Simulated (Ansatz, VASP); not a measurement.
**PbSe in VASP and in Ansatz**

```
Pb Se
1.0
     5.30882    0.00000    0.00000
    -2.65441    4.59757    0.00000
     0.00000    0.00000    6.38390
Pb Se
2 2
Direct
  0.33333 0.66667 0.25000
  0.66667 0.33333 0.75000
  0.66667 0.33333 0.25000
  0.33333 0.66667 0.75000
```

Alike in both runs: task single point; functional PBE; k mesh 6 × 6 × 4; no spin polarisation.

```csv
,VASP,Ansatz
version,VASP 6.6.1,Ansatz 0.2.0
potentials or method,"VASP PAW PBE potentials, release 64 (Pb_d, Se)","plane waves, PAW"
plane-wave cutoff (eV),520,420
occupations,"gaussian, width 0.01 eV",fixed
valence electrons in the cell,40,60
```

```tsv
	VASP	Ansatz	Ansatz less VASP
gap on the k mesh at the Fermi level (eV)	1.24	1.24	-0.002
pressure (GPa)	-1.8	-1.8	+0.02
traceless stress, the component that is largest in VASP (GPa)	-0.08	-0.08	+0.002
```

VASP's potentials hold 40 valence electrons a cell and Ansatz's 60, so a difference there can come from the potentials and not from the codes.

Spin-orbit coupling is off throughout.
